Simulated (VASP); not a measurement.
Runs of VASP 6.6.1 on MnHg. Symmetry: P4/mmm, No. 123, tetragonal system. Conventional cell: a = 3.288 Å, b = 3.288 Å, c = 3.313 Å, α = 90.00°, β = 90.00°, γ = 90.00°. Hg (site symmetry 4/mmm) has 8 Mn at 2.85 Å and 6 Hg at 3.29 to 3.31 Å within 3.8 Å. Mn (site symmetry 4/mmm) has 8 Hg at 2.85 Å and 6 Mn at 3.29 to 3.31 Å within 3.8 Å. 

```tsv
spin	fixed moment (μB)	pressure (GPa)	moment (μB)
collinear, zero start	0.0	(a)	0.00
collinear, ferromagnetic start	-	1.9	3.82
collinear, ferromagnetic start	6.09	27.1	6.09
collinear, ferromagnetic start	3.04	-3.4	3.04
collinear, ferromagnetic start	1.52	(b)	1.52
collinear, ferromagnetic start	4.57	8.1	4.57
```

Alike in all rows: task single point; level PBE; potentials or basis VASP PAW PBE potentials, release 64 (Hg, Mn_pv); cell as given; k mesh 9 × 9 × 9; cutoff (eV) 520; smearing fermi-dirac 0.1 eV.

Question: Fill in the values left out.

Answer: (a) -12.7; (b) -9.7.

Caveats: the total moment is fixed, so each spin has its own Fermi level and the state may be an excited one (at least some runs); the cell stands under tension (at least some runs); the cell stands under pressure (at least some runs); the total moment is fixed, so each spin has its own Fermi level (at least some runs).
